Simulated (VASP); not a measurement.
Wanted: the native input for a VASP 6.6.1 run.

```yaml
Task: single point
Functional: PBE
Potentials_or_basis: VASP PAW PBE potentials, release 64 (Ti_sv, H)
Cutoff: 520 eV
k_mesh: 10 × 10 × 1
Occupations: fermi-dirac, width 0.05 eV
Spin: no spin polarisation
Dipole_correction: no
Further_INCAR_settings: ALGO = Normal; EDIFF = 1e-06; NBANDS = 18
```

The structure of TiH5 lies in POSCAR:

```
TiH5
1.0
    3.0575357778      0.0000000000      0.0000000000
   -1.5287678889      2.6479036565      0.0000000000
    0.0000000000      0.0000000000     30.8867600000
Ti H
1 5
Direct
    0.6666666667      0.3333333333      0.2752000000
    0.3333333333      0.6666666667      0.3100026906
    0.3333333333      0.6666666667      0.2403973094
    0.6666666667      0.3333333333      0.2177945277
    0.6666666667      0.3333333333      0.3326054723
    0.0000000000      0.0000000000      0.2752000000
```

The input as run:

INCAR

```
SYSTEM = TiH5
PREC = Accurate
ENCUT = 520
EDIFF = 1E-6
ISMEAR = -1
SIGMA = 0.05
LREAL = .False.
LASPH = .True.
NELM = 80
ALGO = Normal
ISIF = 2
LWAVE = .False.
LCHARG = .False.
GGA = PE
NBANDS = 18
```

KPOINTS

```
Automatic mesh
0
Gamma
  10 10 1
  0 0 0
```

Potentials or basis: VASP PAW PBE potentials, release 64 (Ti_sv, H).

Run with:

```bash
$ cat potpaw_PBE.64/Ti_sv/POTCAR potpaw_PBE.64/H/POTCAR > POTCAR
$ mpirun -np 1 vasp_std > vasp.out
```

It took 100 s on 1 thread of Intel(R) Xeon(R) Platinum 8488C (Sapphire Rapids), with other jobs on the host, peak memory 0.35 GiB.
